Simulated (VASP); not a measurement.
# H in VASP: notebook

The runs below take H through single point, with PBE.

Everything below comes from runs of VASP 6.6.1. Logs are shortened: lines on timing, memory, paths and dates and some standing lists are left out, and cuts for length are marked.

## 1. The cell of the first run

The cell holds a disordered packing, 24 atoms: a = 7.343 Å, b = 7.343 Å, c = 7.343 Å, α = 90.00°, β = 90.00°, γ = 90.00°.

## 2. Single point, PBE

File INCAR:

```
  PREC = Accurate
  ENCUT = 520
  EDIFF = 1E-7
  ISMEAR = -1
  SIGMA = 0.02
  LREAL = Auto
  LASPH = T
  NELM = 60
  ALGO = Normal
  ISIF = 2
  LWAVE = F
  LCHARG = T
  GGA = PE
  LELF = T
  LVHAR = T
  NBANDS = 30
```

File KPOINTS:

```
regular mesh
0
Gamma
  1 1 1
```

File POSCAR:

```
H
1.0
    7.3434200000      0.0000000000      0.0000000000
    0.0000000000      7.3434200000      0.0000000000
    0.0000000000      0.0000000000      7.3434200000
H
24
Direct
    0.2618262336      0.2450356918      0.5015782837
    0.3540448456      0.2861200912      0.5303251074
    0.5852177868      0.6801735431      0.9040746682
    0.5355951314      0.5837607001      0.9359671652
    1.0278861893      0.1747687045      0.2882308243
    1.0871909819      0.1324859534      0.3589199583
    0.5377603351      0.1424676785      0.8006623617
    0.5431937707      0.0437806907      0.8375797653
    0.9484272995      0.2585988545     -0.0231772117
    1.0346813882      0.2383085810      0.0239261815
    0.2319082934      0.6807999542      0.6388576440
    0.2563247097      0.6298836237      0.5556402875
    0.8164043457      0.5495123526      0.7584068459
    0.8182971967      0.5320681644      0.6567239787
    0.5634976619      0.4497087188      0.3535001403
    0.6144139924      0.4261229781      0.2661157880
    1.1061331096      0.7243627629      0.2074510242
    1.1158016292      0.6220943375      0.2396158738
    0.5957850702      1.0947623859      0.3666139210
    0.5769110306      1.0227387239      0.2973137857
    0.2763153953      0.4541753025      0.8929082090
    0.2996287833      0.3742397956      0.8341481217
    0.7651339567      1.0457252888      0.5935790136
    0.8569848926      1.0800553421      0.5602430475
```

Potentials or basis: VASP PAW PBE potentials, release 64 (H).

Started as:

```sh
cat potpaw_PBE.64/H/POTCAR > POTCAR
mpirun -np 1 vasp_gam > vasp.out
```

OUTCAR:

```text
PREC = Accurate
   ENCUT = 520
   EDIFF = 1E-7
   ISMEAR = -1
   LREAL = Auto
   LASPH = T
   NELM = 60
   ISIF = 2
   GGA = PE

 ion  position               nearest neighbor table
   1  0.262  0.245  0.502-   2 0.77
   2  0.354  0.286  0.530-   1 0.77
   3  0.585  0.680  0.904-   4 0.83
   4  0.536  0.584  0.936-   3 0.83
   5  0.028  0.175  0.288-   6 0.75
   6  0.087  0.132  0.359-   5 0.75
[... 16 lines left out ...]
  23  0.765  0.046  0.594-  24 0.76
  24  0.857  0.080  0.560-  23 0.76

  LATTYP: Found a simple cubic cell.
 ALAT       =     7.3434200000

  Lattice vectors:

 A1 = (   7.3434200000,   0.0000000000,   0.0000000000)
 A2 = (   0.0000000000,   7.3434200000,   0.0000000000)
 A3 = (   0.0000000000,   0.0000000000,   7.3434200000)

Analysis of symmetry for initial positions (statically):
=====================================================================
 Subroutine PRICEL returns:
 Original cell was already a primitive cell.

 Routine SETGRP: Setting up the symmetry group for a
 simple cubic supercell.

 Subroutine GETGRP returns: Found  1 space group operations
 (whereof  1 operations were pure point group operations)
 out of a pool of 48 trial point group operations.

The static configuration has the point symmetry C_1 .

Analysis of symmetry for dynamics (positions and initial velocities):
=====================================================================
 Subroutine PRICEL returns:
 Original cell was already a primitive cell.

 Routine SETGRP: Setting up the symmetry group for a
 simple cubic supercell.

 Subroutine GETGRP returns: Found  1 space group operations
 (whereof  1 operations were pure point group operations)
 out of a pool of 48 trial point group operations.

The dynamic configuration has the point symmetry C_1 .

 Subroutine INISYM returns: Found  1 space group operations
 (whereof  1 operations are pure point group operations),
 and found     1 'primitive' translations

----------------------------------------------------------------------------------------

                                     Primitive cell

  volume of cell :     395.9999

  direct lattice vectors                    reciprocal lattice vectors
     7.343420000  0.000000000  0.000000000     0.136176332  0.000000000  0.000000000
     0.000000000  7.343420000  0.000000000     0.000000000  0.136176332  0.000000000
     0.000000000  0.000000000  7.343420000     0.000000000  0.000000000  0.136176332

  length of vectors
     7.343420000  7.343420000  7.343420000     0.136176332  0.136176332  0.136176332

  position of ions in fractional coordinates (direct lattice)
     0.261826234  0.245035692  0.501578284
     0.354044846  0.286120091  0.530325107
     0.585217787  0.680173543  0.904074668
     0.535595131  0.583760700  0.935967165
     0.027886189  0.174768705  0.288230824
     0.087190982  0.132485953  0.358919958
[... 16 lines left out ...]
     0.765133957  0.045725289  0.593579014
     0.856984893  0.080055342  0.560243048

  ion indices of the primitive-cell ions
   primitive index   ion index
                 1           1
                 2           2
                 3           3
                 4           4
                 5           5
                 6           6
[... 16 lines left out ...]
                23          23
                24          24

----------------------------------------------------------------------------------------

 KPOINTS: regular mesh

Automatic generation of k-mesh.
 Grid dimensions read from file:
 generate k-points for:    1    1    1

 Generating k-lattice:

  Cartesian coordinates                     Fractional coordinates (reciprocal lattice)
     0.136176332  0.000000000  0.000000000     1.000000000  0.000000000  0.000000000
     0.000000000  0.136176332  0.000000000     0.000000000  1.000000000  0.000000000
     0.000000000  0.000000000  0.136176332     0.000000000  0.000000000  1.000000000

  Length of vectors
     0.136176332  0.136176332  0.136176332

  Shift w.r.t. Gamma in fractional coordinates (k-lattice)
     0.000000000  0.000000000  0.000000000

 Subroutine IBZKPT returns following result:
 ===========================================

 Found      1 irreducible k-points:

 Following reciprocal coordinates:
            Coordinates               Weight
  0.000000  0.000000  0.000000      1.000000
   k-points           NKPTS =      1   k-points in BZ     NKDIM =      1   number of bands    NBANDS=     30
   number of dos      NEDOS =    301   number of ions     NIONS =     24
   total plane-waves  NPLWV = 175616
   dimension x,y,z NGX =    56 NGY =   56 NGZ =   56
   dimension x,y,z NGXF=   112 NGYF=  112 NGZF=  112
   ions per type =              24
   NGX,Y,Z   is equivalent  to a cutoff of  12.68, 12.68, 12.68 a.u.
   NGXF,Y,Z  is equivalent  to a cutoff of  25.36, 25.36, 25.36 a.u.
 SYSTEM =  unknown system
   PREC   = accura    normal or accurate (medium, high low for compatibility)
   ISTART =      0    job   : 0-new  1-cont  2-samecut
   ICHARG =      2    charge: 1-file 2-atom 10-const
   ISPIN  =      1    spin polarized calculation?
   LNONCOLLINEAR =      F non collinear calculations
   LSORBIT =      F    spin-orbit coupling
   LASPH  =      T    aspherical Exc in radial PAW
   ENCUT  =  520.0 eV  38.22 Ry    6.18 a.u.  13.65 13.65 13.65*2*pi/ulx,y,z
   NELM   =     60;   NELMIN=  2; NELMDL= -5     # of ELM steps
   EDIFF  = 0.1E-06   stopping-criterion for ELM
   LREAL  =      T    real-space projection
   EDIFFG = 0.1E-05   stopping-criterion for IOM
   NSW    =      0    number of steps for IOM
   IBRION =     -1    ionic relax: 0-MD 1-quasi-New 2-CG
   NFREE  =      0    steps in history (QN), initial steepest desc. (CG)
   ISIF   =      2    stress and relaxation
   ISYM   =      2    0-nonsym 1-usesym 2-fastsym
   POTIM  = 0.5000    time-step for ionic-motion
   TEBEG  =    0.0;   TEEND  =   0.0 temperature during run
   PSTRESS=    0.0 pullay stress
   NELECT =      24.0000    total number of electrons
   NUPDOWN=      -1.0000    fix difference up-down
   EMIN   =  10.00;   EMAX   =-10.00  energy-range for DOS
   EFERMI =   0.00;   METHOD = LEGACY
   ISMEAR =    -1;   SIGMA  =   0.02  broadening in eV -4-tet -1-fermi 0-gaus
   EFERMI_NEDOS =   21; number of points for ismear=-14 and -15
   IALGO  =     38    algorithm
   IMIX   =      4    mixing-type and parameters
     AMIX     =   0.40;   BMIX     =  1.00
     AMIX_MAG =   1.60;   BMIX_MAG =  1.00
  volume/ion in A,a.u.               =      16.50       111.35
  Fermi-wavevector in a.u.,A,eV,Ry     =   0.643053  1.215194  5.626245  0.413517
  Thomas-Fermi vector in A             =   1.709926
   LORBIT       =      0    0 simple, 1 ext, 2 COOP (PROOUT), +10 PAW based schemes
   GGA     = PE    functional components
   LHFCALC =     F    Hartree Fock is set to
   AEXX    =    0.0000 exact exchange contribution
   IVDW    =     0    specifies the selected vdW correction
   LEPSILON=     F    determine dielectric tensor
   LRPA    =     F    only Hartree local field effects (RPA)
 non-spin polarized calculation
  energy-cutoff  :      520.00
  volume of cell :      396.00
 maximum number of plane-waves:      5390
 NGX is ok and might be reduce to    54
   NGX = 27   NGY = 27   NGZ = 27

 number of electron      24.0000000 magnetization

 Free energy of the ion-electron system (eV)
  ---------------------------------------------------
  ext. energy  EPLUGINS =         0.00000000
  ---------------------------------------------------
  free energy    TOTEN  =       -80.88574387 eV

  energy without entropy =      -80.88574387  energy(sigma->0) =      -80.88574387

 E-fermi :  -7.7314     XC(G=0):  -4.4368

 val. band max:       -8.2593721808   @ k =   0.0000   0.0000   0.0000
 cond. band min:      -0.0987339859   @ k =   0.0000   0.0000   0.0000
 fundamental gap:      8.1606381949
 Fermi energy:        -7.7314339161

 k-point     1 :       0.0000    0.0000    0.0000
  band No.  band energies     occupation
      1     -10.7544      2.00000
      2     -10.0054      2.00000
      3      -9.8472      2.00000
      4      -9.6237      2.00000
      5      -9.4810      2.00000
      6      -9.3317      2.00000
[... 16 lines left out ...]
     23       2.7000      0.00000
     24       2.8558      0.00000
 [bands above 24 left out]

------------------------ aborting loop because EDIFF is reached ----------------------------------------

  FORCE on cell =-STRESS in cart. coord.  units (eV):
  Direction    XX          YY          ZZ          XY          YZ          ZX
  --------------------------------------------------------------------------------------
  -------------------------------------------------------------------------------------
  Total        0.2215104     -2.1833875      0.8648800     -0.6989313      0.7959261      0.4414810
  in kB        0.8962096     -8.8337743      3.4992207     -2.8278084      3.2202401      1.7861894
  external PRESSURE =      -1.4794480 kB  Pullay stress =       0.0000000 kB

 VOLUME and BASIS-vectors are now :
 -----------------------------------------------------------------------------
  energy-cutoff  :      520.00
  volume of cell :      396.00
      direct lattice vectors                 reciprocal lattice vectors
     7.343420000  0.000000000  0.000000000     0.136176332  0.000000000  0.000000000
     0.000000000  7.343420000  0.000000000     0.000000000  0.136176332  0.000000000
     0.000000000  0.000000000  7.343420000     0.000000000  0.000000000  0.136176332

 POSITION                                       TOTAL-FORCE (eV/Angst)
 -----------------------------------------------------------------------------------
      1.92270      1.79940      3.68330         0.702648      0.327574      0.251842
      2.59990      2.10110      3.89440        -0.597070     -0.285898     -0.167362
      4.29750      4.99480      6.63900        -0.965981     -1.818786      0.673545
      3.93310      4.28680      6.87320         0.943848      1.942926     -0.565376
      0.20478      1.28340      2.11660        -0.109646      0.003562     -0.062765
      0.64028      0.97290      2.63570         0.028237     -0.116602      0.044133
[... 16 lines left out ...]
      5.61870      0.33578      4.35890         0.453454      0.127693     -0.052921
      6.29320      0.58788      4.11410        -0.312913     -0.144145      0.192981
 -----------------------------------------------------------------------------------
    total drift:                               -0.000571      0.000011      0.000486

  FREE ENERGIE OF THE ION-ELECTRON SYSTEM (eV)
  ---------------------------------------------------
  free  energy   TOTEN  =       -80.8857438675 eV

  energy  without entropy=      -80.8857438675  energy(sigma->0) =      -80.88574387
```

It took 19 s on 1 thread of Intel Xeon 6975P-C (Granite Rapids), shared host; peak memory 0.4 GiB.

What came out:

```yaml
Free_energy: -80.8857 eV
Pressure: -0.1 GPa
Largest_force: 2.233 eV/Å
```

Forces in eV/Å, atoms in the order of the input:
```
H    0.703  0.328  0.252
H   -0.597 -0.286 -0.167
H   -0.966 -1.819  0.674
H    0.944  1.943 -0.565
H   -0.110  0.004 -0.063
H    0.028 -0.117  0.044
H    0.022 -0.782  0.327
H   -0.071  0.762 -0.248
H   -0.421  0.080 -0.252
H    0.328 -0.077  0.125
H   -0.080  0.213  0.283
H    0.084 -0.130 -0.309
H    0.046 -0.074 -0.334
H    0.059  0.033  0.242
H    0.232 -0.059 -0.383
H   -0.198  0.127  0.366
H    0.109 -1.184  0.358
H   -0.118  1.184 -0.396
H   -0.044 -0.020 -0.074
H   -0.064 -0.057 -0.096
H   -0.005 -0.028  0.033
H   -0.021 -0.024  0.045
H    0.453  0.128 -0.053
H   -0.313 -0.144  0.193
```

Stress tensor (GPa, compression positive):
```
 0.09 -0.28  0.18
-0.28 -0.88  0.32
 0.18  0.32  0.35
```

Caveat: the k points lie up to 0.86 Å⁻¹ apart, too coarse for converged energies, forces and pressures; the atoms stand as in a frame of molecular dynamics.

[end of part 1 of 2]
